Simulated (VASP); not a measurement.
The system is PbO2.

```
Pb O
1.0
     0.00000    2.70199    2.70199
     2.70199    0.00000    2.70199
     2.70199    2.70199    0.00000
Pb O
1 2
Direct
  0.00000 0.00000 0.00000
  0.75000 0.75000 0.75000
  0.25000 0.25000 0.25000
```

* Program: VASP 6.6.1
* Task: relaxation of cell and atoms
* Functional: PBEsol
* Dispersion: D4
* Potentials or basis: VASP PAW PBE potentials, release 64 (Pb_d, O)
* Cutoff: 600 eV
* k mesh: 9 × 9 × 9
* Occupations: fermi-dirac, width 0.05 eV
* Spin: no spin polarisation

At the start: pressure -7.3 GPa; volume 13.15 Å³/atom.

Question: Where does the relaxation end?

Answer: Over 3 steps the energy falls by 16.1 meV/atom and the volume is 12.48 Å³/atom (-5.1 %); space group Fm-3m (No. 225, to 0.05 Å).

Step by step:
| step | energy change (eV) | largest force (eV/Å) | pressure (GPa) | volume (Å³) |
| --- | --- | --- | --- | --- |
| 1 | 0.0000 | 0.0000 | -7.34 | 39.45 |
| 2 | -0.0234 | 0.0000 | 6.23 | 36.11 |
| 3 | -0.0484 | 0.0000 | -0.02 | 37.45 |

Final structure:
```
Pb O
1.0
     0.00000    2.65543    2.65543
     2.65543    0.00000    2.65543
     2.65543    2.65543    0.00000
Pb O
1 2
Direct
  0.00000 0.00000 0.00000
  0.75000 0.75000 0.75000
  0.25000 0.25000 0.25000
```

Caveat: the PAW data sets were made with another functional, which shifts forces and pressure a little; pairwise dispersion overbinds metals, which lowers pressure and volume.
